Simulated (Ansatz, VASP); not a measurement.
# Zr2B: VASP beside Ansatz

```xyz
6
Lattice="4.2452 0.0000 0.0000 0.0000 5.1812 0.0000 0.0000 0.0000 3.2345" Properties=species:S:1:pos:R:3 pbc="T T T"
Zr    0.8507    1.9621    0.0000
Zr    3.3945    3.2191    0.0000
Zr    2.9733    0.6285    1.6172
Zr    1.2719    4.5528    1.6172
B     0.0000    0.0000    0.0000
B     2.1226    2.5906    1.6172
```

Alike in both runs: task single point; functional r2SCAN; k mesh 4 × 4 × 6; occupations gaussian, width 0.1 eV; no spin polarisation.

|  | VASP | Ansatz |
| --- | --- | --- |
| version | VASP 6.6.1 | Ansatz 0.2.0 |
| potentials or method | VASP PAW PBE potentials, release 64 (Zr_sv, B), cutoff 520 eV | scalar-relativistic, plane waves, PAW |
| valence electrons in the cell | 54 | 54 |

```tsv
	VASP	Ansatz	Ansatz less VASP
gap on the k mesh at the Fermi level (eV)	none	none	-
rms of the force components (eV/Å)	2.067	1.935	-0.1320
```

VASP's potentials were made for PBE, not for r2SCAN. Atom by atom the forces differ by 0.134 eV/Å (rms over components). A gap of «none» marks a metal or a gap that the smearing closes.

The k mesh is coarse, so the values compare programs but aren't converged.
